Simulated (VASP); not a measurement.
# Cu6H: single point with PBE

System: Cu6H, a slab with vacuum.

```
Cu H
1.0
     5.13324    0.00000    0.00000
     0.00000    5.13324    0.00000
     0.00000    0.00000   21.52891
Cu H
12 2
Direct
  0.25000 0.25000 0.18580
  0.25000 0.75000 0.18580
  0.75000 0.25000 0.18580
  0.75000 0.75000 0.18580
  0.00000 0.00000 0.26776
  0.00000 0.50000 0.26776
  0.50000 0.00000 0.26776
  0.50000 0.50000 0.26776
  0.25000 0.25000 0.34971
  0.25000 0.75000 0.34971
  0.75000 0.25000 0.34971
  0.75000 0.75000 0.34971
  0.17695 0.00000 0.40034
  0.32305 0.00000 0.40034
```

```json
{
 "Program": "VASP 6.6.1",
 "Task": "single point",
 "Functional": "PBE",
 "Potentials or basis": "VASP PAW PBE potentials, release 64 (Cu, H)",
 "Cutoff": "520 eV",
 "k mesh": "5 × 5 × 1",
 "Occupations": "gaussian, width 0.1 eV",
 "Spin": "no spin polarisation"
}
```

```json
{
  "Largest force": "3.204 eV/Å",
  "Band gap on the k mesh": "zero (bands 67 and 68 overlap by 0.71 eV)"
}
```

Forces on the atoms (eV/Å):
```
Cu   0.000 -0.031  0.009
Cu   0.000  0.031  0.009
Cu   0.000 -0.004  0.001
Cu   0.000  0.004  0.001
Cu  -0.132  0.000 -0.292
Cu   0.134  0.000  0.047
Cu   0.132  0.000 -0.292
Cu  -0.134  0.000  0.047
Cu   0.000  0.869 -0.404
Cu   0.000 -0.869 -0.404
Cu   0.000  0.179 -0.084
Cu   0.000 -0.179 -0.084
H   -3.122  0.000  0.723
H    3.122  0.000  0.723
```

Levels at points of the mesh, in eV from the Fermi level:
```csv
k point,band 64,band 65,band 66,band 67,band 68,band 69,band 70,band 71
"(0.00, 0.00, 0.00)",-0.86,-0.78,-0.45,-0.45,-0.21,-0.21,0.23,1.34
```

Run time: 31 min on 1 thread of Oxide Virtual Turin-like Processor, with other jobs on the host, peak memory 0.68 GiB.
